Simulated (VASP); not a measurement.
Here is a VASP 6.6.1 calculation.

File INCAR:

```
SYSTEM = GaSb
PREC = Accurate ; ENCUT = 500
EDIFF = 1E-7 ; ISMEAR = -1
SIGMA = 0.03 ; LREAL = .FALSE.
LASPH = .TRUE. ; NELM = 120
ALGO = Normal ; ISIF = 3
LWAVE = .FALSE. ; LCHARG = .FALSE.
GGA = PS ; IBRION = 2
NSW = 100 ; EDIFFG = -0.01
GGA_COMPAT = .FALSE. ; NELMIN = 4
```

File KPOINTS:

```
Automatic mesh
0
G
  6 6 6
  0 0 0
```

POSCAR

```
GaSb
1.0
    0.0000000000      2.7695880000      2.7695880000
    2.7695880000      0.0000000000      2.7695880000
    2.7695880000      2.7695880000      0.0000000000
Ga Sb
1 1
Direct
    0.0000000000      0.0000000000      0.0000000000
    0.5000000000      0.5000000000      0.5000000000
```

Potentials or basis: VASP PAW PBE potentials, release 64 (Ga_d, Sb).

The run is started by

```bash
$ cat potpaw_PBE.64/Ga_d/POTCAR potpaw_PBE.64/Sb/POTCAR > POTCAR
$ mpirun -np 1 vasp_std > vasp.out
```

Question: Estimate the relaxed volume.

Answer: 23.21 Å³/atom.

Question: Predict the space group after relaxing (to 0.1 Å).

Answer: Fm-3m (No. 225).

Question: Estimate the band gap on the k mesh.

Answer: Zero (bands 9 and 10 overlap by 3.46 eV).

Question: Predict the relaxed cell.

Answer: a = 4.034 Å, b = 4.034 Å, c = 4.034 Å, α = 60.00°, β = 60.00°, γ = 60.00°.

Final structure:
```yaml
crystal:
  lattice:
    - [0.00000, 2.85230, 2.85230]
    - [2.85230, 0.00000, 2.85230]
    - [2.85230, 2.85230, 0.00000]
  atoms:
    - { symbol: Ga, position: [0.00000, 0.00000, 0.00000] }
    - { symbol: Sb, position: [0.50000, 0.50000, 0.50000] }
```

Caveat: the structure was generated, so it needn't be the stable form of GaSb; the PAW data sets were made with another functional, which shifts forces and pressure a little; spin-orbit coupling is left out, which moves the levels of the heavy elements.
